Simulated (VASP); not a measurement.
# ZrC2 in VASP: further runs, part 2 of 2

VASP 6.6.1.

## 3. Single point, PBE

This run uses another cell than the first one: it holds 6 atoms, not 3.

Contents of INCAR:

```
PREC = Accurate
ENCUT = 520
EDIFF = 1E-6
ISMEAR = 0
SIGMA = 0.2
LREAL = False
LASPH = True
NELM = 60
ALGO = Normal
ISIF = 2
LWAVE = False
LCHARG = True
GGA = PE
LELF = True
LVHAR = True
NBANDS = 29
```

Contents of KPOINTS:

```
Automatic mesh
0
Gamma
  6 6 4
```

Contents of POSCAR:

```
ZrC2
1.0
   -2.7195599911     -0.0066014775     -0.0013732916
    0.0014644680      0.0002962517     -3.1112774932
    0.0163044591     -6.9402466119     -0.0011042815
Zr C
2 4
Direct
    0.5000089651     -0.0000529278      0.5000102551
   -0.0000179700      0.0000539650     -0.0000020705
    0.0000183173      0.4998634582      0.6996776536
    0.4999937744      0.4999975308      0.1996809924
    0.5000039805      0.5001382533      0.8003180653
   -0.0000070673      0.4999997205      0.3003151040
```

Potentials or basis: VASP PAW PBE potentials, release 64 (Zr_sv, C).

Launch:

```console
$ cat potpaw_PBE.64/Zr_sv/POTCAR potpaw_PBE.64/C/POTCAR > POTCAR
$ mpirun -np 1 vasp_std > vasp.out
```

OUTCAR:

```text
PREC = Accurate
   ENCUT = 520
   EDIFF = 1E-6
   ISMEAR = 0
   LREAL = False
   LASPH = True
   NELM = 60
   ISIF = 2
   GGA = PE

 ion  position               nearest neighbor table
   1  0.500  1.000  0.500-   3 2.49   6 2.49   3 2.49   3 2.49   6 2.49   3 2.49   6 2.49   6 2.49
                             5 2.60   4 2.60   4 2.60   5 2.60   2 3.73   2 3.73   2 3.73   2 3.73
   2  1.000  0.000  1.000-   5 2.49   4 2.49   5 2.49   4 2.49   4 2.49   5 2.49   5 2.49   4 2.49
                             3 2.60   6 2.60   6 2.60   3 2.60   1 3.73   1 3.73   1 3.73   1 3.73
   3  0.000  0.500  0.700-   5 1.53   5 1.53   1 2.49   1 2.49   1 2.49   1 2.49   2 2.60   2 2.60

   4  0.500  0.500  0.200-   6 1.53   6 1.53   2 2.49   2 2.49   2 2.49   2 2.49   1 2.60   1 2.60

   5  0.500  0.500  0.800-   3 1.53   3 1.53   2 2.49   2 2.49   2 2.49   2 2.49   1 2.60   1 2.60

   6  1.000  0.500  0.300-   4 1.53   4 1.53   1 2.49   1 2.49   1 2.49   1 2.49   2 2.60   2 2.60

  LATTYP: Found a triclinic cell.
 ALAT       =     6.9402658515
 B/A-ratio  =     0.3918536276
 C/A-ratio  =     0.4482937568
 COS(alpha) =     0.0000340404
 COS(beta)  =     0.0000649997
 COS(gamma) =     0.0000782241

[... 211 lines left out ...]
 fundamental gap:      0.2135017179
 Fermi energy:        11.9780831561

 k-point     1 :       0.0000    0.0000    0.0000
  band No.  band energies     occupation
      1     -37.4711      2.00000
      2     -37.4522      2.00000
      3     -16.0483      2.00000
      4     -15.6392      2.00000
      5     -15.2834      2.00000
      6     -15.2413      2.00000
[... 757 lines left out ...]
     28      17.0570      0.00000
     29      17.0634      0.00000

 [... further k-points ...]

------------------------ aborting loop because EDIFF is reached ----------------------------------------

  FORCE on cell =-STRESS in cart. coord.  units (eV):
  Direction    XX          YY          ZZ          XY          YZ          ZX
  --------------------------------------------------------------------------------------
  -------------------------------------------------------------------------------------
  Total        0.2033908      0.1165267      0.0497349     -0.0025934     -0.0019203     -0.0017940
  in kB        5.5491561      3.1792230      1.3569298     -0.0707563     -0.0523916     -0.0489457
  external PRESSURE =       3.3617696 kB  Pullay stress =       0.0000000 kB

 VOLUME and BASIS-vectors are now :
 -----------------------------------------------------------------------------
  energy-cutoff  :      520.00
  volume of cell :       58.72
      direct lattice vectors                 reciprocal lattice vectors
    -2.719559991 -0.006601478 -0.001373292    -0.367704358 -0.000863806 -0.000173159
     0.001464468  0.000296252 -3.111277493     0.000162177  0.000051522 -0.321411301
     0.016304459 -6.940246612 -0.001104282     0.000349763 -0.144086275 -0.000013555

 POSITION                                       TOTAL-FORCE (eV/Angst)
 -----------------------------------------------------------------------------------
     -1.35019     -3.47320     -3.11235         0.000003      0.000447     -0.000075
     -2.70321     -6.94683     -0.00265        -0.000195     -0.000078      0.000112
      0.01209     -4.85579     -1.55599         0.000059      0.011250     -0.001294
     -1.35578     -1.38899     -1.55654        -0.000670      0.011663     -0.000856
     -1.34601     -5.55756     -1.55764         0.000230     -0.011397      0.001303
     -2.71391     -2.09071     -1.55734         0.000572     -0.011885      0.000810
 -----------------------------------------------------------------------------------
    total drift:                                0.000005      0.000059     -0.000003

  FREE ENERGIE OF THE ION-ELECTRON SYSTEM (eV)
  ---------------------------------------------------
  free  energy   TOTEN  =       -52.8723004251 eV

  energy  without entropy=      -52.8521423188  energy(sigma->0) =      -52.86222137
```

OSZICAR:

```text
N       E                     dE             d eps       ncg     rms          rms(c)
DAV:   1     0.301096399575E+03    0.30110E+03   -0.22004E+04  4408   0.140E+03
DAV:   2    -0.354509089875E+02   -0.33655E+03   -0.32631E+03  5046   0.374E+02
DAV:   3    -0.582079709895E+02   -0.22757E+02   -0.22473E+02  7125   0.809E+01
DAV:   4    -0.590795091750E+02   -0.87154E+00   -0.86953E+00  6330   0.137E+01
DAV:   5    -0.590990836110E+02   -0.19574E-01   -0.19569E-01  6355   0.192E+00    0.285E+01
DAV:   6    -0.529300878416E+02    0.61690E+01   -0.31309E+01  5387   0.239E+01    0.113E+01
DAV:   7    -0.528922371945E+02    0.37851E-01   -0.23465E+00  6475   0.715E+00    0.730E+00
DAV:   8    -0.528830381227E+02    0.91991E-02   -0.26479E-01  5641   0.291E+00    0.904E-01
DAV:   9    -0.528723074063E+02    0.10731E-01   -0.58520E-02  5530   0.115E+00    0.422E-01
DAV:  10    -0.528723359910E+02   -0.28585E-04   -0.35500E-03  5899   0.375E-01    0.248E-01
DAV:  11    -0.528723042517E+02    0.31739E-04   -0.83606E-04  5915   0.183E-01    0.812E-02
DAV:  12    -0.528723001646E+02    0.40870E-05   -0.14229E-04  5827   0.743E-02    0.179E-02
DAV:  13    -0.528723005738E+02   -0.40911E-06   -0.12220E-05  6195   0.235E-02    0.973E-03
DAV:  14    -0.528723004251E+02    0.14864E-06   -0.36451E-07  3278   0.371E-03
   1 F= -.52872300E+02 E0= -.52862221E+02  d E =-.201581E-01
```

Run time: 48 s. Hardware: 1 thread of AMD EPYC 9R45 (Zen 5), shared host; peak memory 0.21 GiB.

Results:

```yaml
Free_energy: -52.8723 eV
Pressure: 0.3 GPa
Largest_force: 0.012 eV/Å
Band_gap_on_the_k_mesh: zero (bands 20 and 21 overlap by 2.11 eV)
```

Forces in eV/Å, atoms in the order of the input:
```
Zr   0.000  0.000  0.000
Zr   0.000  0.000  0.000
C    0.000  0.011 -0.001
C   -0.001  0.012 -0.001
C    0.000 -0.011  0.001
C    0.001 -0.012  0.001
```

Stress tensor (GPa, compression positive):
```
 0.55 -0.01  0.00
-0.01  0.32 -0.01
 0.00 -0.01  0.14
```

Caveat: the k points lie up to 0.39 Å⁻¹ apart, too coarse for converged energies and pressures of a metal.

## 4. Single point, PBE, collinear spin

Contents of INCAR:

```
  ALGO = Normal
  EDIFF = 1E-6
  ENCUT = 520
  GGA = PE
  ISIF = 2
  ISMEAR = 0
  ISPIN = 2
  LASPH = True
  LCHARG = True
  LELF = True
  LMAXMIX = 4
  LORBIT = 11
  LREAL = False
  LVHAR = True
  LWAVE = False
  MAGMOM = 1 0 0
  NBANDS = 21
  NELM = 150
  PREC = Accurate
  SIGMA = 0.1
```

Contents of KPOINTS:

```
k-points
0
Gamma
  6 6 6
```

Contents of POSCAR:

```
ZrC2
1.0
    1.3597841750     -3.4701329257      0.0000000000
    1.3597841750      3.4701329257      0.0000000000
    0.0000000000      0.0000000000      3.1112778519
Zr C
1 2
Direct
    0.0000000000      0.0000000000      0.5000000000
    0.6996752307      0.3003247693      0.0000000000
    0.3003247693      0.6996752307      0.0000000000
```

Launch:

```console
$ cat potpaw_PBE.64/Zr_sv/POTCAR potpaw_PBE.64/C/POTCAR > POTCAR
$ mpirun -np 1 vasp_std > vasp.out
```

Run time: 34 s. Hardware: 1 thread of AMD EPYC 9R45 (Zen 5), shared host; peak memory 0.16 GiB.

Results (log left out):

```yaml
Free_energy: -26.4270 eV
Pressure: 0.3 GPa
Largest_force: 0.136 eV/Å
Band_gap_on_the_k_mesh: zero (filled and empty bands overlap)
Net_moment: 0.00 μB per cell
Valence_electrons_inside_the_program's_atomic_spheres: Zr 9.98; C 2.44
```

Forces in eV/Å, atoms in the order of the input:
```
Zr   0.000  0.000  0.000
C    0.000 -0.136  0.000
C    0.000  0.136  0.000
```

Stress tensor (GPa, compression positive):
```
 2.06  0.00  0.00
 0.00 -0.07  0.00
 0.00  0.00 -0.99
```

Levels at points of the mesh, in eV from the Fermi level:
Spin up:
```
           k point  band 6  band 7  band 8  band 9  band 10  band 11  band 12  band 13  band 14  band 15
(0.00, 0.00, 0.00)   -6.91   -5.79   -5.14   -4.82    -2.93     0.86     1.54     2.64     4.56     4.80
(0.50, 0.00, 0.00)  -13.63   -5.49   -5.05   -3.48    -1.10    -0.47     1.48     2.47     5.55     5.60
(0.50, 0.50, 0.00)  -10.06   -6.66   -6.28   -3.21     1.28     1.96     3.34     3.73     4.61     4.66
(0.00, 0.00, 0.50)   -9.21   -7.55   -6.47   -1.90    -1.80     1.76     2.24     2.76     3.15     3.77
(0.50, 0.00, 0.50)  -13.25   -7.60   -6.29   -3.66    -2.85     1.90     2.33     5.44     6.39     7.33
(0.50, 0.50, 0.50)   -7.56   -7.13   -6.88   -3.44     0.96     2.92     3.25     4.03     4.36     4.42
```
Spin down:
| k point | band 7 | band 8 | band 9 | band 10 | band 11 | band 12 | band 13 | band 14 |
| --- | --- | --- | --- | --- | --- | --- | --- | --- |
| (0.00, 0.00, 0.00) | -5.79 | -5.14 | -4.82 | -2.93 | 0.86 | 1.54 | 2.64 | 4.56 |
| (0.50, 0.00, 0.00) | -5.49 | -5.05 | -3.48 | -1.10 | -0.47 | 1.48 | 2.47 | 5.55 |
| (0.50, 0.50, 0.00) | -6.66 | -6.28 | -3.21 | 1.28 | 1.96 | 3.34 | 3.73 | 4.61 |
| (0.00, 0.00, 0.50) | -7.55 | -6.47 | -1.90 | -1.80 | 1.76 | 2.24 | 2.76 | 3.15 |
| (0.50, 0.00, 0.50) | -7.60 | -6.29 | -3.66 | -2.85 | 1.90 | 2.33 | 5.44 | 6.39 |
| (0.50, 0.50, 0.50) | -7.13 | -6.88 | -3.44 | 0.96 | 2.92 | 3.25 | 4.03 | 4.36 |

Caveat: the k points lie up to 0.41 Å⁻¹ apart, too coarse for converged energies and pressures of a metal.

## 5. Single point, PBE

Contents of INCAR:

```
  PREC = Accurate
  ENCUT = 520
  EDIFF = 1E-7
  ISMEAR = 0
  SIGMA = 0.1
  LREAL = False
  LASPH = True
  NELM = 80
  ALGO = Normal
  ISIF = 2
  LWAVE = False
  LCHARG = True
  GGA = PE
  LELF = True
  LVHAR = True
  NBANDS = 17
```

Contents of KPOINTS:

```
Automatic mesh
0
Gamma
  18 18 14
```

Contents of POSCAR:

```
ZrC2
1.0
    1.3576486056     -3.4865885220      0.0000000000
    1.3576486056      3.4865885220      0.0000000000
    0.0000000000      0.0000000000      3.1044808039
Zr C
1 2
Direct
    0.0000000000      0.0000000000      0.5000000000
    0.6999036703      0.3000963297      0.0000000000
    0.3000963297      0.6999036703      0.0000000000
```

Launch:

```console
$ cat potpaw_PBE.64/Zr_sv/POTCAR potpaw_PBE.64/C/POTCAR > POTCAR
$ mpirun -np 1 vasp_std > vasp.out
```

It took 3.3 min on 1 thread of AMD EPYC 9R45 (Zen 5), shared host; peak memory 0.4 GiB.

The run converged. Its results:

```
Free energy            : -26.4299 eV
Pressure               : 0.3 GPa
Largest force          : 0.011 eV/Å
Band gap on the k mesh : zero (bands 10 and 11 overlap by 2.49 eV)
```

Forces on the atoms (eV/Å):
```
Zr   0.000  0.000  0.000
C    0.000  0.011  0.000
C    0.000 -0.011  0.000
```

Stress tensor (GPa, compression positive):
```
0.57 0.00 0.00
0.00 0.22 0.00
0.00 0.00 0.20
```

Levels at points of the mesh, in eV from the Fermi level:
```csv
k point,band 6,band 7,band 8,band 9,band 10,band 11,band 12,band 13,band 14,band 15
"(0.00, 0.00, 0.00)",-6.81,-5.75,-5.07,-4.72,-2.87,0.93,1.59,2.79,4.63,4.89
"(0.50, 0.00, 0.00)",-13.55,-5.44,-4.95,-3.35,-0.99,-0.44,1.56,2.55,5.57,5.65
"(0.50, 0.50, 0.00)",-9.95,-6.55,-6.17,-3.14,1.25,2.00,3.39,3.86,4.71,4.76
"(0.00, 0.00, 0.50)",-9.14,-7.51,-6.36,-1.87,-1.68,1.86,2.33,2.92,3.24,3.89
"(0.50, 0.00, 0.50)",-13.16,-7.51,-6.21,-3.59,-2.79,1.90,2.33,5.54,6.42,7.39
"(0.50, 0.50, 0.50)",-7.45,-7.08,-6.76,-3.37,0.95,2.88,3.41,4.08,4.41,4.53
```

## 6. Overview

| spin | cell | k mesh | smearing | gap on the mesh (eV) | pressure (GPa) | largest force (eV/Å) |
| --- | --- | --- | --- | --- | --- | --- |
| off | a = 3.727, b = 3.727, c = 3.111 Å, angles 90.0, 90.0, 137.2°, 3 atoms, atomic positions A | 6 × 6 × 6 | gaussian 0.1 eV | none | 0.3 | 0.14 |
| off | a = 2.720, b = 3.111, c = 6.940 Å, 6 atoms, atomic positions B | 6 × 6 × 4 | gaussian 0.2 eV | none | 0.3 | 0.01 |
| collinear | a = 3.727, b = 3.727, c = 3.111 Å, angles 90.0, 90.0, 137.2°, 3 atoms, atomic positions A | 6 × 6 × 6 | gaussian 0.1 eV | none | 0.3 | 0.14 |
| off | a = 3.742, b = 3.742, c = 3.104 Å, angles 90.0, 90.0, 137.4°, 3 atoms, atomic positions C | 18 × 18 × 14 | gaussian 0.1 eV | none | 0.3 | 0.01 |

Alike in all rows: task single point; level PBE; potentials or basis VASP PAW PBE potentials, release 64 (Zr_sv, C); cutoff (eV) 520.

Caveats: some runs use coarse meshes.

Absolute energies hang on the potentials; compare differences alone.

The gap in the log of VASP goes by the Fermi energy; the results here count the filled bands.